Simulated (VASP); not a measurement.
A run of VASP 6.6.1 is set up as follows.

The input POSCAR:

```
PbSe
1.0
    0.0000000000      6.1393787290      6.1393787290
    6.1393787290      0.0000000000      6.1393787290
    6.1393787290      6.1393787290      0.0000000000
Pb Se
8 8
Direct
    0.0000167769      0.0026937579      0.0008507375
    0.0015505641      0.0017575883      0.5027612135
   -0.0005144657      0.4972328040      0.0041783544
   -0.0052383151      0.4994145394      0.5022047240
    0.5089409919     -0.0085053394     -0.0003375749
    0.5034598998     -0.0070867105      0.5077989382
    0.4971525841      0.5040938402     -0.0034892781
    0.5085098408      0.5021352544      0.4910145852
    0.2490282108      0.2487478892      0.2364474589
    0.2360455453      0.2626987308      0.7480773223
    0.2456834912      0.7579955897      0.2496514823
    0.2518046317      0.7444326538      0.7466455813
    0.7524837942      0.2500277419      0.2598210781
    0.7494760794      0.2568454512      0.7467896513
    0.7339560237      0.7544261731      0.2512822662
    0.7451104911      0.7465088411      0.7482148769
```

INCAR.step1

```
SYSTEM = PbSe
  ALGO = Normal
  EDIFF = 1E-4
  ENCUT = 520
  GGA = PE
  ISMEAR = -1
  LASPH = .TRUE.
  LCHARG = .FALSE.
  LREAL = Auto
  LWAVE = .TRUE.
  NBANDS = 94
  NELM = 100
  PREC = Accurate
  SIGMA = 0.02
```

File INCAR.step2:

```
SYSTEM = PbSe
  ALGO = Normal
  EDIFF = 1E-6
  ENCUT = 520
  ISIF = 2
  ISMEAR = -1
  ISTART = 1
  LASPH = .TRUE.
  LCHARG = .FALSE.
  LMIXTAU = .TRUE.
  LREAL = Auto
  LWAVE = .FALSE.
  METAGGA = R2SCAN
  NBANDS = 94
  NELM = 100
  PREC = Accurate
  SIGMA = 0.02
```

File KPOINTS:

```
k-points
0
G
  2 2 2
  0 0 0
```

Potentials or basis: VASP PAW PBE potentials, release 64 (Pb_d, Se).

Launch:

```sh
$ cat potpaw_PBE.64/Pb_d/POTCAR potpaw_PBE.64/Se/POTCAR > POTCAR
$ cp INCAR.step1 INCAR
$ mpirun -np 1 vasp_std > vasp.out
$ cp INCAR.step2 INCAR
$ mpirun -np 1 vasp_std > vasp.out
```

(1) What does it give for the pressure?

(2) Predict the band gap on the k mesh.

(3) Estimate the largest force.

## Answers

(1) 1.2 GPa.

(2) 0.64 eV.

(3) 0.449 eV/Å.

Caveat: the k points lie up to 0.44 Å⁻¹ apart; the PAW data sets were made with another functional, which shifts forces and pressure a little; spin-orbit coupling is left out, which moves the levels of the heavy elements.
